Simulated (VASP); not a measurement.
Here is a VASP 6.6.1 calculation.

INCAR

```
PREC = Accurate
ENCUT = 520
EDIFF = 1E-7
ISMEAR = 0
SIGMA = 0.15
LREAL = False
LASPH = True
NELM = 100
ALGO = Fast
ISIF = 2
LWAVE = False
LCHARG = False
GGA = PS
NBANDS = 12
```

The input KPOINTS:

```
regular mesh
0
Gamma
  22 22 22
```

Contents of POSCAR:

```
Ti
1.0
   -1.6246814745      1.6246814745      1.3991756859
    1.6246814745     -1.6246814745      1.3991756859
    1.6246814745      1.6246814745     -1.3991756859
Ti
1
Direct
    0.0000000000      0.0000000000      0.0000000000
```

Potentials or basis: VASP PAW PBE potentials, release 64 (Ti_sv).

The run is started by

```sh
$ cat potpaw_PBE.64/Ti_sv/POTCAR > POTCAR
$ mpirun -np 1 vasp_std > vasp.out
```

Q: Predict the band gap on the k mesh.

A: Zero (band 6 reaches 10.76 eV, above the bottom of band 7 at 9.14 eV).

Q: What does it give for the pressure?

A: 14.9 GPa.

Stress tensor (GPa, compression positive):
```
15.10  0.00  0.00
 0.00 15.10  0.00
 0.00  0.00 14.59
```

Caveat: the PAW data sets were made with another functional, which shifts forces and pressure a little.
